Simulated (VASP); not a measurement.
Set up this calculation in VASP 6.6.1, as the native input.

```yaml
Task: single point
Functional: PBE
Potentials_or_basis: VASP PAW PBE potentials, release 64 (Y_sv, Si, O)
Cutoff: 520 eV
k_mesh: 6 × 6 × 2
Occupations: gaussian, width 0.1 eV
Spin: no spin polarisation
Dipole_correction: no
Further_INCAR_settings: ALGO = Normal; EDIFF = 1e-06; NBANDS = 29
```

The structure of Y2Si3O lies in POSCAR:

```
Y2Si3O
1.0
    3.5039725900      0.0000000000      0.0000000000
    0.0000000000      3.5039725900      0.0000000000
    0.0000000000      0.0000000000      7.6865659700
Y Si O
2 3 1
Direct
    0.0000000000      0.5000000000      0.7372320300
    0.5000000000      0.0000000000      0.2627679700
    0.5000000000      0.5000000000      0.0000000000
    0.0000000000      0.5000000000      0.3774000100
    0.5000000000      0.0000000000      0.6225999900
    0.0000000000      0.0000000000      0.0000000000
```

The input as run:

INCAR

```
PREC = Accurate
ENCUT = 520
EDIFF = 1E-6
ISMEAR = 0
SIGMA = 0.1
LREAL = False
LASPH = True
NELM = 100
ALGO = Normal
ISIF = 2
LWAVE = False
LCHARG = False
GGA = PE
NBANDS = 29
```

KPOINTS

```
Automatic mesh
0
Gamma
  6 6 2
```

Potentials or basis: VASP PAW PBE potentials, release 64 (Y_sv, Si, O).

Command:

```console
$ cat potpaw_PBE.64/Y_sv/POTCAR potpaw_PBE.64/Si/POTCAR potpaw_PBE.64/O/POTCAR > POTCAR
$ mpirun -np 1 vasp_std > vasp.out
```

Results of the run:

```yaml
Pressure: 24.4 GPa
Largest_force: 1.739 eV/Å
Band_gap_on_the_k_mesh: zero (band 20 reaches 7.39 eV, above the bottom of band 21 at 6.53 eV)
```

Caveat: the k points lie up to 0.41 Å⁻¹ apart; forces of over 1 eV/Å act on the atoms, so gaps and moduli don't describe the material at rest.

Wall time 60 s on 1 thread of Intel(R) Xeon(R) Platinum 8488C (Sapphire Rapids) (shared host), peak memory 0.24 GiB.
